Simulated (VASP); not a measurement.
Set up this calculation in VASP 6.6.1, as the native input.

- Task: single point
- Functional: PBE
- Potentials or basis: VASP PAW PBE potentials, release 64 (Sn_d, Te)
- Cutoff: 520 eV
- k mesh: 6 × 6 × 6
- Occupations: fermi-dirac, width 0.02 eV
- Spin: no spin polarisation
- Dipole correction: no
- Further INCAR settings: ALGO = Normal; EDIFF = 1e-06; NBANDS = 17

The structure of SnTe (rock salt type) lies in POSCAR:

```
SnTe
1.0
    0.0000000000      3.2050000000      3.2050000000
    3.2050000000      0.0000000000      3.2050000000
    3.2050000000      3.2050000000      0.0000000000
Sn Te
1 1
Direct
    0.0000000000      0.0000000000      0.0000000000
    0.5000000000      0.5000000000      0.5000000000
```

The input as run:

INCAR

```
PREC = Accurate
ENCUT = 520
EDIFF = 1E-6
ISMEAR = -1
SIGMA = 0.02
LREAL = F
LASPH = T
NELM = 60
ALGO = Normal
ISIF = 2
LWAVE = F
LCHARG = F
GGA = PE
NBANDS = 17
```

KPOINTS

```
Automatic mesh
0
Gamma
  6 6 6
```

Potentials or basis: VASP PAW PBE potentials, release 64 (Sn_d, Te).

Launch:

```console
$ cat potpaw_PBE.64/Sn_d/POTCAR potpaw_PBE.64/Te/POTCAR > POTCAR
$ mpirun -np 1 vasp_std > vasp.out
```

Results of the run:

| Property | Result |
| --- | --- |
| Pressure | 0.0 GPa |
| Band gap on the k mesh | 0.05 eV, direct |

Caveat: spin-orbit coupling is left out, which moves the levels of the heavy elements.

It took 46 s on 1 thread of AMD EPYC 7R43 64-Core Processor (Zen 3), on a shared host, peak memory 0.17 GiB.
